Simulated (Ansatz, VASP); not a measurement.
**Two plane-wave programs on Al2O3**

```xyz
5
Lattice="3.2277 0.0000 0.0000 -1.6138 2.7953 0.0000 0.0000 0.0000 6.4193" Properties=species:S:1:pos:R:3 pbc="T T T"
Al    0.0000    0.0000    1.7672
Al    0.0000    0.0000    4.6521
O     0.0000    1.8635    1.2539
O     1.6138    0.9318    5.1654
O     0.0000    0.0000    3.2097
```

Alike in both runs: task single point; functional PBE; dispersion D3(BJ); k mesh 12 × 12 × 4; occupations gaussian, width 0.05 eV; no spin polarisation.

|  | VASP | Ansatz |
| --- | --- | --- |
| version | VASP 6.6.1 | Ansatz 0.2.0 |
| potentials or method | VASP PAW PBE potentials, release 64 (Al, O), cutoff 520 eV | scalar-relativistic, plane waves, PAW |
| valence electrons in the cell | 24 | 24 |

VASP gave:

```
gap on the k mesh at the Fermi level (eV)                     : 3.03
least direct gap on the mesh (eV)                             : 3.28
pressure (GPa)                                                : 22.5
traceless stress, the component that is largest in VASP (GPa) : 93.72
rms of the force components (eV/Å)                            : 5.101
```

Task: Which values does Ansatz return?

Result: gap on the k mesh at the Fermi level (eV): 3.05; least direct gap on the mesh (eV): 3.30; pressure (GPa): 22.5; traceless stress, the component that is largest in VASP (GPa): 93.34; rms of the force components (eV/Å): 5.079.

Atom by atom the forces differ by 0.022 eV/Å (rms over components).
